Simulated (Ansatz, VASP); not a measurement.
# Sc3Te2 in VASP and in Ansatz

Contents of INCAR:

```
PREC = Accurate ; ENCUT = 520
EDIFF = 1E-6 ; ISMEAR = 0
SIGMA = 0.1 ; LREAL = False
LASPH = True ; NELM = 150
ALGO = Normal ; ISIF = 2
LWAVE = False ; LCHARG = False
ISPIN = 2 ; MAGMOM = 1 1 1 0 0
LORBIT = 11 ; LMAXMIX = 4
GGA = PE ; NBANDS = 34
```

The input KPOINTS:

```
Automatic mesh
0
Gamma
  3 3 4
```

Contents of POSCAR:

```
Sc3Te2
1.0
    6.8394734435      0.0000000000      0.0000000000
   -3.4197367217      5.9231577505      0.0000000000
    0.0000000000      0.0000000000      4.3063432717
Sc Te
3 2
Direct
    0.5000000000      0.0000000000      0.0000000000
    0.0000000000      0.5000000000      0.0000000000
    0.5000000000      0.5000000000      0.0000000000
    0.3333333333      0.6666666667      0.5000000000
    0.6666666667      0.3333333333      0.5000000000
```

Input for Ansatz:

```yaml
crystal:
  lattice:
    - [6.8394734435, 0.0, 0.0]
    - [-3.4197367217, 5.9231577505, 0.0]
    - [0.0, 0.0, 4.3063432717]
  atoms:
    - { symbol: Sc, position: [0.5, 0.0, 0.0], spin: 1.0 }
    - { symbol: Sc, position: [0.0, 0.5, 0.0], spin: 1.0 }
    - { symbol: Sc, position: [0.5, 0.5, 0.0], spin: 1.0 }
    - { symbol: Te, position: [0.3333333333, 0.6666666667, 0.5] }
    - { symbol: Te, position: [0.6666666667, 0.3333333333, 0.5] }
basis:
  ecutwfc: 420
kpoints:
  mp_grid: { grid: [3, 3, 4] }
hamiltonian:
  xc: pbe
scf:
  occupations: { method: gaussian, width: 0.1 }
  lower_state_search: "off"
output:
  forces: true
  stress: true
  eigenvalues: true
  populations: true
magnetization:
  spin_polarized: true
```

Alike in both runs: task single point; functional PBE; k mesh 3 × 3 × 4; occupations gaussian, width 0.1 eV; collinear spin.

```csv
,VASP,Ansatz
version,VASP 6.6.1,Ansatz 0.2.0
potentials or method,"VASP PAW PBE potentials, release 64 (Sc_sv, Te), cutoff 520 eV","scalar-relativistic, plane waves, PAW"
valence electrons in the cell,45,65
```

```csv
,VASP,Ansatz,Ansatz less VASP
gap on the k mesh at the Fermi level (eV),none,none,-
pressure (GPa),0.3,0.2,-0.07
"traceless stress, the component that is largest in VASP (GPa)",-0.28,-0.31,-0.035
net moment per atom (μB),0.49,0.49,+0.001
size of the moment on the site where the two differ most (μB),0.47,0.44,-0.024
```

Site moments also hang on the region over which each program counts them. A gap of «none» marks a metal or a gap that the smearing closes. VASP's potentials hold 45 valence electrons a cell and Ansatz's 65, so a difference there can come from the potentials and not from the codes.

The k mesh is coarse, so the values compare programs but aren't converged. Spin-orbit coupling is off throughout.
